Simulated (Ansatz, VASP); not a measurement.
**One calculation of VAuSe3, two programs**

```
V Se Au
1.0
     5.04168    0.00000    0.00000
     0.00000    5.04168    0.00000
     0.00000    0.00000    5.04168
V Se Au
1 3 1
Cartesian
  0.0000 0.0000 0.0000
  0.0000 2.5208 2.5208
  2.5208 0.0000 2.5208
  2.5208 2.5208 0.0000
  2.5208 2.5208 2.5208
```

Alike in both runs: functional PBE; k mesh 4 × 4 × 4; occupations gaussian, width 0.1 eV; collinear spin.

Ansatz relaxed the structure, and its values are those at the end. VASP's run is a single point on that final structure, the one shown.

|  | VASP | Ansatz |
| --- | --- | --- |
| version | VASP 6.6.1 | Ansatz 0.2.0 |
| potentials or method | VASP PAW PBE potentials, release 64 (V_sv, Se, Au), cutoff 520 eV | scalar-relativistic, plane waves, PAW |
| valence electrons in the cell | 42 | 80 |

|  | VASP | Ansatz | Ansatz less VASP |
| --- | --- | --- | --- |
| gap on the k mesh at the Fermi level (eV) | none | none | - |
| pressure (GPa) | -0.1 | -0.1 | +0.02 |
| net moment per atom (μB) | 0.55 | 0.55 | -0.001 |
| size of the moment on the site where the two differ most (μB) | 2.94 | 3.22 | +0.285 |

Site moments also hang on the region over which each program counts them. A gap of «none» marks a metal or a gap that the smearing closes. VASP's potentials hold 42 valence electrons a cell and Ansatz's 80, so a difference there can come from the potentials and not from the codes.

Spin-orbit coupling is off throughout.
